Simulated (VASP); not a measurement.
Crystal: Ru.

```
Ru
1.0
     2.70580    0.00000    0.00000
    -1.35290    2.34329    0.00000
     0.00000    0.00000    4.28190
Ru
2
Direct
  0.66667 0.33333 0.75000
  0.33333 0.66667 0.25000
```

- Program: VASP 6.6.1
- Task: relaxation of cell and atoms
- Functional: PBEsol
- Dispersion: D3(BJ)
- Potentials or basis: VASP PAW PBE potentials, release 64 (Ru_pv)
- Cutoff: 600 eV
- k mesh: 11 × 11 × 6
- Occupations: fermi-dirac, width 0.05 eV
- Spin: no spin polarisation

At the start: pressure -13.4 GPa; volume 13.57 Å³/atom.

**Question.** Where does the relaxation end?

**Answer.** Over 13 steps the energy falls by 23.0 meV/atom and the volume is 13.04 Å³/atom (-3.9 %); space group P6_3/mmc (No. 194, to 0.1 Å) before and after.

The path:
| step | energy change (eV) | largest force (eV/Å) | pressure (GPa) | volume (Å³) |
| --- | --- | --- | --- | --- |
| 1 | 0.0000 | 0.0000 | -13.35 | 27.15 |
| 2 | 0.5166 | 0.0000 | 64.65 | 22.94 |
| 3 | -0.0458 | 0.0000 | -0.80 | 26.15 |
| 4 | -0.0459 | 0.0000 | -0.12 | 26.10 |
| 5 | -0.0459 | 0.0000 | 0.15 | 26.08 |
| 6 | -0.0459 | 0.0000 | -0.55 | 26.12 |
| 7 | -0.0460 | 0.0000 | -0.10 | 26.10 |
| 8 | -0.0460 | 0.0000 | -0.14 | 26.10 |
| 9 | -0.0460 | 0.0000 | -0.27 | 26.11 |
| 10 | -0.0460 | 0.0000 | -0.22 | 26.10 |
| 11 | -0.0460 | 0.0000 | -0.19 | 26.10 |
| 12 | -0.0460 | 0.0000 | 0.48 | 26.06 |
| 13 | -0.0460 | 0.0000 | 0.00 | 26.09 |

Final structure:
```xyz
2
Lattice="2.6695 0.0000 0.0000 -1.3348 2.3119 0.0000 0.0000 0.0000 4.2273" Properties=species:S:1:pos:R:3 pbc="T T T"
Ru    1.3348    0.7706    3.1705
Ru    0.0000    1.5413    1.0568
```

Caveat: the PAW data sets were made with another functional, which shifts forces and pressure a little.
